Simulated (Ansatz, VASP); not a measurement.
# GaN in VASP and in Ansatz

File INCAR:

```
SYSTEM = GaN
PREC = Accurate
ENCUT = 600
EDIFF = 1E-6
ISMEAR = 0
SIGMA = 0.1
LREAL = .False.
LASPH = .True.
NELM = 120
ALGO = Normal
ISIF = 2
LWAVE = .False.
LCHARG = .False.
NBANDS = 16
GGA_COMPAT = .False.
```

Contents of KPOINTS:

```
Automatic mesh
0
Gamma
  8 8 8
  0 0 0
```

Contents of POSCAR:

```
GaN
1.0
    0.0000000000      2.2500000000      2.2500000000
    2.2500000000      0.0000000000      2.2500000000
    2.2500000000      2.2500000000      0.0000000000
Ga N
1 1
Direct
    0.0000000000      0.0000000000      0.0000000000
    0.2500000000      0.2500000000      0.2500000000
```

Input for Ansatz:

```yaml
crystal:
  lattice:
    - [0.0, 2.25, 2.25]
    - [2.25, 0.0, 2.25]
    - [2.25, 2.25, 0.0]
  atoms:
    - { symbol: Ga, position: [0.0, 0.0, 0.0] }
    - { symbol: "N", position: [0.25, 0.25, 0.25] }
basis:
  ecutwfc: 420
kpoints:
  mp_grid: { grid: [8, 8, 8] }
hamiltonian:
  xc: lda
  pseudopotentials: { kind: paw, azcp: { folder: soft_1 } }
scf:
  occupations: { method: gaussian, width: 0.1 }
output:
  forces: true
  stress: true
  eigenvalues: true
```

Alike in both runs: task single point; functional LDA; k mesh 8 × 8 × 8; occupations gaussian, width 0.1 eV; no spin polarisation.

|  | VASP | Ansatz |
| --- | --- | --- |
| version | VASP 6.6.1 | Ansatz 0.2.0 |
| potentials or method | VASP PAW LDA potentials, release 64 (Ga_d, N), cutoff 600 eV | scalar-relativistic, plane waves, PAW |
| valence electrons in the cell | 18 | 18 |

|  | VASP | Ansatz | Ansatz less VASP |
| --- | --- | --- | --- |
| gap on the k mesh at the Fermi level (eV) | 1.78 | 1.77 | -0.011 |
| least direct gap on the mesh (eV) | 1.78 | 1.77 | -0.011 |
| pressure (GPa) | -4.8 | -5.7 | -0.93 |

Ansatz warns that its potentials were made for another functional, while VASP's fit it. LDA's correlation is that of Perdew and Zunger in VASP and of Perdew and Wang (1992) in Ansatz.
